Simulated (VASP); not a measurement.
# HfB (Fm-3m) in VASP: a series of runs, part 2 of 2

VASP 6.6.1. Earlier steps stand in the parts before.

## Step 4: Single point, PBE

This run uses another cell than the first one, of 14.12 Å³/atom, 1.117 times its volume.

INCAR

```
SYSTEM = HfB
PREC = Accurate
ENCUT = 500
EDIFF = 1E-6
ISMEAR = 0
SIGMA = 0.05
LREAL = .FALSE.
LASPH = .TRUE.
NELM = 120
ALGO = Normal
ISIF = 2
LWAVE = .FALSE.
LCHARG = .FALSE.
GGA = PE
NBANDS = 14
GGA_COMPAT = .FALSE.
```

KPOINTS

```
Automatic mesh
0
G
  8 8 8
  0 0 0
```

POSCAR

```
HfB
1.0
    0.0000000000      2.4169488463      2.4169488463
    2.4169488463      0.0000000000      2.4169488463
    2.4169488463      2.4169488463      0.0000000000
Hf B
1 1
Direct
    0.5000000000      0.5000000000      0.5000000000
    0.0000000000      0.0000000000      0.0000000000
```

Potentials or basis: VASP PAW PBE potentials, release 64 (Hf_pv, B).

Started as:

```
$ cat potpaw_PBE.64/Hf_pv/POTCAR potpaw_PBE.64/B/POTCAR > POTCAR
$ mpirun -np 1 vasp_std > vasp.out
```

OUTCAR:

```text
SYSTEM = HfB
   PREC = Accurate
   ENCUT = 500
   EDIFF = 1E-6
   ISMEAR = 0
   LREAL = .FALSE.
   LASPH = .TRUE.
   NELM = 120
   ISIF = 2
   GGA = PE

 ion  position               nearest neighbor table
   1  0.500  0.500  0.500-   2 2.42   2 2.42   2 2.42   2 2.42   2 2.42   2 2.42
   2  0.000  0.000  0.000-   1 2.42   1 2.42   1 2.42   1 2.42   1 2.42   1 2.42

  LATTYP: Found a face centered cubic cell.
 ALAT       =     4.8338976926

  Lattice vectors:

 A1 = (   0.0000000000,   2.4169488463,   2.4169488463)
 A2 = (   2.4169488463,   0.0000000000,   2.4169488463)
 A3 = (   2.4169488463,   2.4169488463,   0.0000000000)

Analysis of symmetry for initial positions (statically):
=====================================================================
 Subroutine PRICEL returns:
 Original cell was already a primitive cell.

 Routine SETGRP: Setting up the symmetry group for a
 face centered cubic supercell.

 Subroutine GETGRP returns: Found 48 space group operations
 (whereof 48 operations were pure point group operations)
 out of a pool of 48 trial point group operations.

The static configuration has the point symmetry O_h .

Analysis of symmetry for dynamics (positions and initial velocities):
=====================================================================
 Subroutine PRICEL returns:
 Original cell was already a primitive cell.

 Routine SETGRP: Setting up the symmetry group for a
 face centered cubic supercell.

 Subroutine GETGRP returns: Found 48 space group operations
 (whereof 48 operations were pure point group operations)
 out of a pool of 48 trial point group operations.

The dynamic configuration has the point symmetry O_h .

 Subroutine INISYM returns: Found 48 space group operations
 (whereof 48 operations are pure point group operations),
 and found     1 'primitive' translations

----------------------------------------------------------------------------------------

[... 116 lines left out ...]
   LORBIT       =      0    0 simple, 1 ext, 2 COOP (PROOUT), +10 PAW based schemes
   GGA     = PE    functional components
   LHFCALC =     F    Hartree Fock is set to
   AEXX    =    0.0000 exact exchange contribution
   IVDW    =     0    specifies the selected vdW correction
   LEPSILON=     F    determine dielectric tensor
   LRPA    =     F    only Hartree local field effects (RPA)
 non-spin polarized calculation
 Gauss-broadening in eV      SIGMA  =   0.05
  energy-cutoff  :      500.00
  volume of cell :       28.24
 maximum number of plane-waves:       730
 NGX is ok and might be reduce to    28
   NGX = 13   NGY = 13   NGZ = 13

 number of electron      13.0000001 magnetization

 Free energy of the ion-electron system (eV)
  ---------------------------------------------------
  ext. energy  EPLUGINS =         0.00000000
  ---------------------------------------------------
  free energy    TOTEN  =       -17.45185809 eV

  energy without entropy =      -17.44998295  energy(sigma->0) =      -17.45092052

 E-fermi :   4.3622     XC(G=0): -11.6667

 val. band max:        4.3274146769   @ k =   0.2500   0.0000   0.0000
 cond. band min:       4.4015749486   @ k =   0.3750   0.2500   0.1250
 fundamental gap:      0.0741602717
 Fermi energy:         4.3621991853

 k-point     1 :       0.0000    0.0000    0.0000
  band No.  band energies     occupation
      1     -24.7280      2.00000
      2     -24.7280      2.00000
      3     -24.7280      2.00000
      4      -4.8308      2.00000
      5       6.3374      0.00000
      6       6.3374      0.00000
      7       6.3374      0.00000
      8       7.8686      0.00000
      9       7.8686      0.00000
     10       7.8686      0.00000
     11       8.0031      0.00000
     12       8.0031      0.00000
     13      15.2995      0.00000
     14      15.4389      0.00000
[... 377 lines left out ...]
      1     -25.1044      2.00000
      2     -24.8941      2.00000
      3     -24.8160      2.00000
      4      -0.7473      2.00000
      5       0.7766      2.00000
      6       3.0911      2.00000
      7       3.6291      2.00000
      8       9.1048      0.00000
      9       9.1981      0.00000
     10      10.6391      0.00000
     11      14.1227      0.00000
     12      14.2903      0.00000
     13      15.5775      0.00000
     14      18.5760      0.00000

 [... further k-points ...]
[... 5 lines left out ...]
  --------------------------------------------------------------------------------------
  -------------------------------------------------------------------------------------
  Total        0.0143946      0.0143946      0.0143946     -0.0000000     -0.0000000      0.0000000
  in kB        0.8167299      0.8167299      0.8167299     -0.0000000     -0.0000000      0.0000000
  external PRESSURE =       0.8167299 kB  Pullay stress =       0.0000000 kB

 VOLUME and BASIS-vectors are now :
 -----------------------------------------------------------------------------
  energy-cutoff  :      500.00
  volume of cell :       28.24
      direct lattice vectors                 reciprocal lattice vectors
     0.000000000  2.416948846  2.416948846    -0.206872396  0.206872396  0.206872396
     2.416948846  0.000000000  2.416948846     0.206872396 -0.206872396  0.206872396
     2.416948846  2.416948846  0.000000000     0.206872396  0.206872396 -0.206872396

 POSITION                                       TOTAL-FORCE (eV/Angst)
 -----------------------------------------------------------------------------------
      2.41695      2.41695      2.41695         0.000000      0.000000      0.000000
      0.00000      0.00000      0.00000        -0.000000     -0.000000     -0.000000
 -----------------------------------------------------------------------------------
    total drift:                                0.000000      0.000000      0.000000

  FREE ENERGIE OF THE ION-ELECTRON SYSTEM (eV)
  ---------------------------------------------------
  free  energy   TOTEN  =       -17.4518580943 eV

  energy  without entropy=      -17.4499829452  energy(sigma->0) =      -17.45092052
```

OSZICAR:

```text
N       E                     dE             d eps       ncg     rms          rms(c)
DAV:   1     0.205647552795E+02    0.20565E+02   -0.68156E+03   812   0.835E+02
DAV:   2    -0.181839687765E+02   -0.38749E+02   -0.36615E+02  1046   0.185E+02
DAV:   3    -0.191929983953E+02   -0.10090E+01   -0.99757E+00  1010   0.207E+01
DAV:   4    -0.191970853104E+02   -0.40869E-02   -0.40866E-02   932   0.165E+00
DAV:   5    -0.191971113632E+02   -0.26053E-04   -0.26053E-04  1022   0.118E-01    0.541E+01
DAV:   6    -0.175052177115E+02    0.16919E+01   -0.29179E+00   920   0.101E+01    0.344E+01
DAV:   7    -0.174724607854E+02    0.32757E-01   -0.58122E-01  1046   0.507E+00    0.108E+01
DAV:   8    -0.174519648684E+02    0.20496E-01   -0.62911E-02   904   0.150E+00    0.142E+00
DAV:   9    -0.174518396264E+02    0.12524E-03   -0.36308E-03  1034   0.424E-01    0.351E-01
DAV:  10    -0.174518579159E+02   -0.18289E-04   -0.79005E-05   950   0.668E-02    0.447E-02
DAV:  11    -0.174518580943E+02   -0.17836E-06   -0.17858E-06   952   0.979E-03
   1 F= -.17451858E+02 E0= -.17450921E+02  d E =-.187515E-02
```

Wall time 24 s (1 thread of Intel Xeon 8259CL, shared host); peak memory 0.16 GiB.

What came out:

```yaml
Free_energy: -17.4519 eV
Pressure: 0.1 GPa
```

Caveat: spin-orbit coupling is left out, which moves the levels of the heavy elements.

## Step 5: Summary

```csv
cell,gap on the mesh (eV),pressure (GPa)
"a = 3.294 Å, angles 60.0°, 2 atoms",none,24.0
"a = 3.421 Å, angles 60.0°, 2 atoms",none,-0.3
"a = 3.418 Å, angles 60.0°, 2 atoms",none,0.1
```

Alike in all rows: task single point; level PBE; potentials or basis VASP PAW PBE potentials, release 64 (Hf_pv, B); no spin polarisation; k mesh 8 × 8 × 8; cutoff (eV) 500; smearing gaussian 0.05 eV.

Caveats: spin-orbit coupling is left out, which moves the levels of the heavy elements.

Absolute energies hang on the potentials; compare differences alone.
